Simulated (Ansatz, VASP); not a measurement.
As in VASP and in Ansatz

Contents of INCAR:

```
SYSTEM = As
ALGO     = Normal         ! electronic algorithm
EDIFF    = 1E-6           ! SCF threshold, eV
ENCUT    = 520            ! plane-wave cutoff, eV
GGA      = PE             ! functional
ISIF     = 2              ! what is computed and relaxed
ISMEAR   = 0              ! smearing method
LASPH    = .True.         ! aspherical terms in the spheres
LCHARG   = .True.         ! write CHGCAR
LELF     = .True.         ! ELF
LREAL    = .False.        ! projectors in reciprocal space
LVHAR    = .True.       
LWAVE    = .False.        ! write WAVECAR
NBANDS   = 18             ! bands
NELM     = 100            ! most SCF steps
PREC     = Accurate       ! precision mode
SIGMA    = 0.05           ! smearing width, eV
```

KPOINTS

```
k-points
0
Gamma
  10 10 8
  0 0 0
```

POSCAR

```
As
1.0
    1.8418630000     -5.8927550000      0.0000000000
    1.8418630000      5.8927550000      0.0000000000
    0.0000000000      0.0000000000      4.5307026000
As
4
Direct
    0.1180838375      0.8819161625      0.9670247939
    0.6180838375      0.3819161625      0.5329752061
    0.8819161625      0.1180838375      0.0329752061
    0.3819161625      0.6180838375      0.4670247939
```

Input for Ansatz:

```yaml
crystal:
  lattice:
    - [1.841863, -5.892755, 0.0]
    - [1.841863, 5.892755, 0.0]
    - [0.0, 0.0, 4.5307026]
  atoms:
    - { symbol: As, position: [0.1180838375, 0.8819161625, 0.9670247939] }
    - { symbol: As, position: [0.6180838375, 0.3819161625, 0.5329752061] }
    - { symbol: As, position: [0.8819161625, 0.1180838375, 0.0329752061] }
    - { symbol: As, position: [0.3819161625, 0.6180838375, 0.4670247939] }
basis:
  ecutwfc: 420
kpoints:
  mp_grid: { grid: [10, 10, 8] }
hamiltonian:
  xc: pbe
scf:
  occupations: { method: gaussian, width: 0.05 }
  algorithm: density_mixing
output:
  forces: true
  eigenvalues: true
  stress: true
```

Alike in both runs: task single point; functional PBE; k mesh 10 × 10 × 8; occupations gaussian, width 0.05 eV; no spin polarisation.

|  | VASP | Ansatz |
| --- | --- | --- |
| version | VASP 6.6.1 | Ansatz 0.2.0 |
| potentials or method | VASP PAW PBE potentials, release 64 (As), cutoff 520 eV | scalar-relativistic, plane waves, PAW |
| valence electrons in the cell | 20 | 60 |

|  | VASP | Ansatz | Ansatz less VASP |
| --- | --- | --- | --- |
| gap on the k mesh at the Fermi level (eV) | none | none | - |
| pressure (GPa) | -7.6 | -7.7 | -0.05 |
| traceless stress, the component that is largest in VASP (GPa) | 5.25 | 5.27 | +0.016 |
| rms of the force components (eV/Å) | 0.995 | 1.004 | +0.0094 |

Atom by atom the forces differ by 0.009 eV/Å (rms over components). A gap of «none» marks a metal or a gap that the smearing closes. VASP's potentials hold 20 valence electrons a cell and Ansatz's 60, so a difference there can come from the potentials and not from the codes.
